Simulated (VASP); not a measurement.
Here is a VASP 6.6.1 calculation.

The input INCAR:

```
SYSTEM = KBr
PREC     = Accurate       ! precision mode
ENCUT    = 520            ! plane-wave cutoff, eV
EDIFF    = 1E-7           ! SCF threshold, eV
ISMEAR   = 0              ! smearing method
SIGMA    = 0.05           ! smearing width, eV
LREAL    = .FALSE.        ! projectors in reciprocal space
LASPH    = .TRUE.         ! aspherical terms in the spheres
NELM     = 60             ! most SCF steps
ALGO     = Normal         ! electronic algorithm
ISIF     = 2              ! what is computed and relaxed
LWAVE    = .FALSE.        ! write WAVECAR
LCHARG   = .FALSE.        ! write CHGCAR
GGA      = PS             ! functional
NBANDS   = 15             ! bands
```

File KPOINTS:

```
Automatic mesh
0
G
  6 6 6
  0 0 0
```

Contents of POSCAR:

```
KBr
1.0
    0.0000000000      3.2925000000      3.5559000000
    3.2925000000      0.0000000000      3.5559000000
    3.2925000000      3.2925000000      0.0000000000
K Br
1 1
Direct
    0.0000000000      0.0000000000      0.0000000000
    0.5000000000      0.5000000000      0.5000000000
```

Potentials or basis: VASP PAW PBE potentials, release 64 (K_sv, Br).

Command:

```console
$ cat potpaw_PBE.64/K_sv/POTCAR potpaw_PBE.64/Br/POTCAR > POTCAR
$ mpirun -np 1 vasp_std > vasp.out
```

**Question.** Predict the band gap on the k mesh.

**Answer.** 4.11 eV, direct.

**Question.** Estimate the pressure.

**Answer.** -0.9 GPa.

Stress tensor (GPa, compression positive):
```
-0.51  0.00  0.00
 0.00 -0.51  0.00
 0.00  0.00 -1.70
```

Caveat: the cell differs from its parent crystal (strain +0.000 along x and y, +0.080 along z); the PAW data sets were made with another functional, which shifts forces and pressure a little.
